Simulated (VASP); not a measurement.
# BaTiO3 (R3m) in VASP: settings compared

BaTiO3 is run at these levels: PBEsol+D3(BJ), PBEsol, BLYP+D3(BJ); tasks: single point, relaxation of cell and atoms.

All numbers are computed with VASP 6.6.1; they aren't measurements. Logs are shortened: lines on timing, memory, paths and dates and some standing lists are left out, and cuts for length are marked.

**1. The cell of the first run**

The structure is trigonal, space group R3m (No. 160). The conventional cell has a = 5.590 Å, b = 5.590 Å, c = 6.864 Å, α = 90.00°, β = 90.00°, γ = 120.00°. Within 3.6 Å of Ba (site symmetry 3m) lie 12 O at 2.74 to 2.86 Å and 8 Ti at 3.36 to 3.50 Å. Ti (site symmetry 3m) has 6 O at 1.88 to 2.08 Å within 2.5 Å. Within 2.5 Å of O (site symmetry m) lie 2 Ti at 1.88 to 2.08 Å.

**2. Single point, PBEsol+D3(BJ)**

File INCAR:

```
SYSTEM = BaTiO3
PREC     = Accurate       ! precision mode
ENCUT    = 520            ! plane-wave cutoff, eV
EDIFF    = 1E-6           ! SCF threshold, eV
ISMEAR   = 0              ! smearing method
SIGMA    = 0.01           ! smearing width, eV
LREAL    = .FALSE.        ! projectors in reciprocal space
LASPH    = .TRUE.         ! aspherical terms in the spheres
NELM     = 100            ! most SCF steps
ALGO     = Normal         ! electronic algorithm
ISIF     = 2              ! what is computed and relaxed
LWAVE    = .FALSE.        ! write WAVECAR
LCHARG   = .FALSE.        ! write CHGCAR
GGA      = PS             ! functional
IVDW     = 12             ! dispersion correction
NBANDS   = 28             ! bands
```

File KPOINTS:

```
regular mesh
0
G
  4 4 4
  0 0 0
```

File POSCAR:

```
BaTiO3
1.0
    2.7951782404      1.6137969095      2.2879718602
   -2.7951782404      1.6137969095      2.2879718602
    0.0000000000     -3.2275938191      2.2879718602
Ba Ti O
1 1 3
Direct
   -0.0012877226     -0.0012877226     -0.0012877226
    0.4886040789      0.4886040789      0.4886040789
    0.5093617566      0.5093617566      0.0131601306
    0.0131601306      0.5093617566      0.5093617566
    0.5093617566      0.0131601306      0.5093617566
```

Potentials or basis: VASP PAW PBE potentials, release 64 (Ba_sv, Ti_sv, O).

Command:

```bash
> cat potpaw_PBE.64/Ba_sv/POTCAR potpaw_PBE.64/Ti_sv/POTCAR potpaw_PBE.64/O/POTCAR > POTCAR
> mpirun -np 1 vasp_std > vasp.out
```

OUTCAR:

```text
SYSTEM = BaTiO3
   PREC = Accurate
   ENCUT = 520
   EDIFF = 1E-6
   ISMEAR = 0
   LREAL = .FALSE.
   LASPH = .TRUE.
   NELM = 100
   ISIF = 2
   GGA = PS
   IVDW = 12
 IVDW          = 12

 ion  position               nearest neighbor table
   1  0.999  0.999  0.999-   3 2.74   4 2.74   5 2.74   3 2.80   3 2.80   4 2.80   5 2.80   5 2.80
                             4 2.80   3 2.86   4 2.86   5 2.86   2 3.36   2 3.40   2 3.40   2 3.40
   2  0.489  0.489  0.489-   4 1.88   5 1.88   3 1.88   5 2.08   4 2.08   3 2.08   1 3.36   1 3.40
                             1 3.40   1 3.40   1 3.45   1 3.45   1 3.45   1 3.50
   3  0.509  0.509  0.013-   2 1.88   2 2.08   1 2.74   1 2.80   1 2.80   1 2.86
   4  0.013  0.509  0.509-   2 1.88   2 2.08   1 2.74   1 2.80   1 2.80   1 2.86
   5  0.509  0.013  0.509-   2 1.88   2 2.08   1 2.74   1 2.80   1 2.80   1 2.86

  LATTYP: Found a trigonal (rhomboedric) cell.
 ALAT       =     3.9562832424
 COS(alpha) =     0.0016696912

  Lattice vectors:

 A1 = (   2.7951782404,   1.6137969095,   2.2879718602)
 A2 = (  -2.7951782404,   1.6137969095,   2.2879718602)
 A3 = (   0.0000000000,  -3.2275938191,   2.2879718602)

Analysis of symmetry for initial positions (statically):
=====================================================================
 Subroutine PRICEL returns:
 Original cell was already a primitive cell.

 Routine SETGRP: Setting up the symmetry group for a
 trigonal (rhombohedral) supercell.

 Subroutine GETGRP returns: Found  6 space group operations
 (whereof  6 operations were pure point group operations)
 out of a pool of 12 trial point group operations.

The static configuration has the point symmetry C_3v.

Analysis of symmetry for dynamics (positions and initial velocities):
=====================================================================
 Subroutine PRICEL returns:
 Original cell was already a primitive cell.

 Routine SETGRP: Setting up the symmetry group for a
 trigonal (rhombohedral) supercell.

 Subroutine GETGRP returns: Found  6 space group operations
 (whereof  6 operations were pure point group operations)
 out of a pool of 12 trial point group operations.

The dynamic configuration has the point symmetry C_3v.

 Subroutine INISYM returns: Found  6 space group operations
 (whereof  6 operations are pure point group operations),
 and found     1 'primitive' translations

----------------------------------------------------------------------------------------

                                     Primitive cell

  volume of cell :      61.9242

  direct lattice vectors                    reciprocal lattice vectors
     2.795178240  1.613796909  2.287971860     0.178879469  0.103276110  0.145689438
    -2.795178240  1.613796909  2.287971860    -0.178879469  0.103276110  0.145689438
     0.000000000 -3.227593819  2.287971860     0.000000000 -0.206552219  0.145689437

  length of vectors
     3.956283242  3.956283242  3.956283242     0.252763193  0.252763193  0.252763193

  position of ions in fractional coordinates (direct lattice)
     0.998712277  0.998712277  0.998712277
     0.488604079  0.488604079  0.488604079
     0.509361757  0.509361757  0.013160131
     0.013160131  0.509361757  0.509361757
     0.509361757  0.013160131  0.509361757

  ion indices of the primitive-cell ions
   primitive index   ion index
                 1           1
                 2           2
                 3           3
                 4           4
                 5           5

----------------------------------------------------------------------------------------

 KPOINTS: regular mesh

Automatic generation of k-mesh.
 Grid dimensions read from file:
 generate k-points for:    4    4    4

 Generating k-lattice:

  Cartesian coordinates                     Fractional coordinates (reciprocal lattice)
     0.044719867  0.025819027  0.036422359     0.250000000  0.000000000 -0.000000000
    -0.044719867  0.025819027  0.036422359     0.000000000  0.250000000 -0.000000000
     0.000000000 -0.051638055  0.036422359     0.000000000  0.000000000  0.250000000

  Length of vectors
     0.063190798  0.063190798  0.063190798

  Shift w.r.t. Gamma in fractional coordinates (k-lattice)
     0.000000000  0.000000000  0.000000000

 Subroutine IBZKPT returns following result:
 ===========================================

 Found     13 irreducible k-points:

 Following reciprocal coordinates:
            Coordinates               Weight
  0.000000  0.000000  0.000000      1.000000
  0.250000  0.000000  0.000000      6.000000
  0.500000  0.000000  0.000000      3.000000
  0.250000  0.250000  0.000000      6.000000
  0.500000  0.250000  0.000000     12.000000
 -0.250000  0.250000  0.000000      6.000000
  0.500000  0.500000  0.000000      3.000000
  0.250000  0.250000  0.250000      2.000000
  0.500000  0.250000  0.250000      6.000000
 -0.250000  0.250000  0.250000      6.000000
  0.500000  0.500000  0.250000      6.000000
 -0.250000  0.500000  0.250000      6.000000
  0.500000  0.500000  0.500000      1.000000
   k-points           NKPTS =     13   k-points in BZ     NKDIM =     13   number of bands    NBANDS=     28
   number of dos      NEDOS =    301   number of ions     NIONS =      5
   total plane-waves  NPLWV =  27000
   dimension x,y,z NGX =    30 NGY =   30 NGZ =   30
   dimension x,y,z NGXF=    60 NGYF=   60 NGZF=   60
   ions per type =               1   1   3
   NGX,Y,Z   is equivalent  to a cutoff of  12.61, 12.61, 12.61 a.u.
   NGXF,Y,Z  is equivalent  to a cutoff of  25.21, 25.21, 25.21 a.u.
 SYSTEM =  BaTiO3
   PREC   = accura    normal or accurate (medium, high low for compatibility)
   ISTART =      0    job   : 0-new  1-cont  2-samecut
   ICHARG =      2    charge: 1-file 2-atom 10-const
   ISPIN  =      1    spin polarized calculation?
   LNONCOLLINEAR =      F non collinear calculations
   LSORBIT =      F    spin-orbit coupling
   LASPH  =      T    aspherical Exc in radial PAW
   ENCUT  =  520.0 eV  38.22 Ry    6.18 a.u.   7.36  7.36  7.36*2*pi/ulx,y,z
   NELM   =    100;   NELMIN=  2; NELMDL= -5     # of ELM steps
   EDIFF  = 0.1E-05   stopping-criterion for ELM
   LREAL  =      F    real-space projection
   EDIFFG = 0.1E-04   stopping-criterion for IOM
   NSW    =      0    number of steps for IOM
   IBRION =     -1    ionic relax: 0-MD 1-quasi-New 2-CG
   NFREE  =      0    steps in history (QN), initial steepest desc. (CG)
   ISIF   =      2    stress and relaxation
   ISYM   =      2    0-nonsym 1-usesym 2-fastsym
   POTIM  = 0.5000    time-step for ionic-motion
   TEBEG  =    0.0;   TEEND  =   0.0 temperature during run
   PSTRESS=    0.0 pullay stress
   NELECT =      40.0000    total number of electrons
   NUPDOWN=      -1.0000    fix difference up-down
   EMIN   =  10.00;   EMAX   =-10.00  energy-range for DOS
   EFERMI =   0.00;   METHOD = LEGACY
   ISMEAR =     0;   SIGMA  =   0.01  broadening in eV -4-tet -1-fermi 0-gaus
   EFERMI_NEDOS =   21; number of points for ismear=-14 and -15
   IALGO  =     38    algorithm
   IMIX   =      4    mixing-type and parameters
     AMIX     =   0.40;   BMIX     =  1.00
     AMIX_MAG =   1.60;   BMIX_MAG =  1.00
  volume/ion in A,a.u.               =      12.38        83.58
  Fermi-wavevector in a.u.,A,eV,Ry     =   1.415168  2.674280 27.248401  2.002701
  Thomas-Fermi vector in A             =   2.536635
   LORBIT       =      0    0 simple, 1 ext, 2 COOP (PROOUT), +10 PAW based schemes
   GGA     = PS    functional components
   LHFCALC =     F    Hartree Fock is set to
   AEXX    =    0.0000 exact exchange contribution
   IVDW    =    12    specifies the selected vdW correction
   LEPSILON=     F    determine dielectric tensor
   LRPA    =     F    only Hartree local field effects (RPA)
 non-spin polarized calculation
 Gauss-broadening in eV      SIGMA  =   0.01
  energy-cutoff  :      520.00
  volume of cell :       61.92
 maximum number of plane-waves:      1743
 NGX is ok and might be reduce to    30
   NGX = 15   NGY = 15   NGZ = 15

 number of electron      40.0000010 magnetization

 Free energy of the ion-electron system (eV)
  ---------------------------------------------------
  ext. energy  EPLUGINS =         0.00000000
  ---------------------------------------------------
  free energy    TOTEN  =       -41.96198940 eV

  energy without entropy =      -41.96198940  energy(sigma->0) =      -41.96198940

 E-fermi :   4.0734     XC(G=0): -11.6929

 val. band max:        3.9278627858   @ k =   0.5000   0.5000   0.5000
 cond. band min:       6.1055646580   @ k =   0.0000   0.0000   0.0000
 fundamental gap:      2.1777018722
 Fermi energy:         4.0734451524

 k-point     1 :       0.0000    0.0000    0.0000
  band No.  band energies     occupation
      1     -52.0911      2.00000
      2     -28.4660      2.00000
      3     -28.4660      2.00000
      4     -28.4583      2.00000
      5     -20.7451      2.00000
      6     -12.9238      2.00000
[... 20 lines left out ...]
     27       8.9032      0.00000
     28      11.4941      0.00000

 k-point     2 :       0.2500    0.0000    0.0000
  band No.  band energies     occupation
      1     -52.0904      2.00000
      2     -28.4964      2.00000
      3     -28.4646      2.00000
      4     -28.4591      2.00000
      5     -20.6718      2.00000
      6     -13.0335      2.00000
[... 20 lines left out ...]
     27      10.0889      0.00000
     28      12.4544      0.00000

 k-point     3 :       0.5000    0.0000    0.0000
  band No.  band energies     occupation
      1     -52.0898      2.00000
      2     -28.5285      2.00000
      3     -28.4633      2.00000
      4     -28.4580      2.00000
      5     -20.5960      2.00000
      6     -13.2338      2.00000
[... 275 lines left out ...]
      3     -28.4941      2.00000
      4     -28.4873      2.00000
      5     -20.5083      2.00000
      6     -12.6563      2.00000
[... 20 lines left out ...]
     27      12.2935      0.00000
     28      12.3739      0.00000

 k-point    13 :       0.5000    0.5000    0.5000
  band No.  band energies     occupation
      1     -52.0872      2.00000
      2     -28.5229      2.00000
      3     -28.5229      2.00000
      4     -28.5150      2.00000
      5     -20.4243      2.00000
      6     -11.9810      2.00000
[... 20 lines left out ...]
     27      12.2660      0.00000
     28      12.2660      0.00000

------------------------ aborting loop because EDIFF is reached ----------------------------------------

 Edisp (eV)   -1.36973

 E8    (eV) :    -0.9486

  FORCE on cell =-STRESS in cart. coord.  units (eV):
  Direction    XX          YY          ZZ          XY          YZ          ZX
  --------------------------------------------------------------------------------------
  -------------------------------------------------------------------------------------
  Total       0.83575     0.83575     0.81029    -0.00000    -0.00000     0.00000
  in kB      21.62356    21.62356    20.96488    -0.00000    -0.00000     0.00000
  external pressure =       21.40 kB  Pullay stress =        0.00 kB

 VOLUME and BASIS-vectors are now :
 -----------------------------------------------------------------------------
  energy-cutoff  :      520.00
  volume of cell :       61.92
      direct lattice vectors                 reciprocal lattice vectors
     2.795178240  1.613796909  2.287971860     0.178879469  0.103276110  0.145689438
    -2.795178240  1.613796909  2.287971860    -0.178879469  0.103276110  0.145689438
     0.000000000 -3.227593819  2.287971860     0.000000000 -0.206552219  0.145689437

 POSITION                                       TOTAL-FORCE (eV/Angst)
 -----------------------------------------------------------------------------------
      0.00000     -0.00000      6.85508         0.000000     -0.000000      0.032601
      0.00000     -0.00000      3.35374         0.000000     -0.000000      0.049209
      0.00000      1.60154      2.36092         0.000000      0.014684     -0.027270
     -1.38697     -0.80077      2.36092        -0.012717     -0.007342     -0.027270
      1.38697     -0.80077      2.36092         0.012717     -0.007342     -0.027270
 -----------------------------------------------------------------------------------
    total drift:                                0.000000      0.000001     -0.000137

  FREE ENERGIE OF THE ION-ELECTRON SYSTEM (eV)
  ---------------------------------------------------
  free  energy   TOTEN  =       -43.3317185569 eV

  energy  without entropy=      -43.3317185569  energy(sigma->0) =      -43.33171856
```

It took 37 s on 1 thread of AMD EPYC 7R13, shared host; peak memory 0.16 GiB.

What came out:

```
Free energy                : -43.3317 eV
Pressure                   : 2.1 GPa
Largest force              : 0.049 eV/Å
Band gap on the k mesh     : 2.18 eV, indirect (least direct gap 2.46 eV)
Dispersion energy per atom : -0.274 eV
```

Forces on the atoms (eV/Å):
```
Ba   0.000  0.000  0.033
Ti   0.000  0.000  0.049
O    0.000  0.015 -0.027
O   -0.013 -0.007 -0.027
O    0.013 -0.007 -0.027
```

Caveat: the PAW data sets were made with another functional, which shifts forces and pressure a little; spin-orbit coupling is left out, which moves the levels of the heavy elements. A k mesh can miss the band edges.

(Part 1 of 3 ends here.)
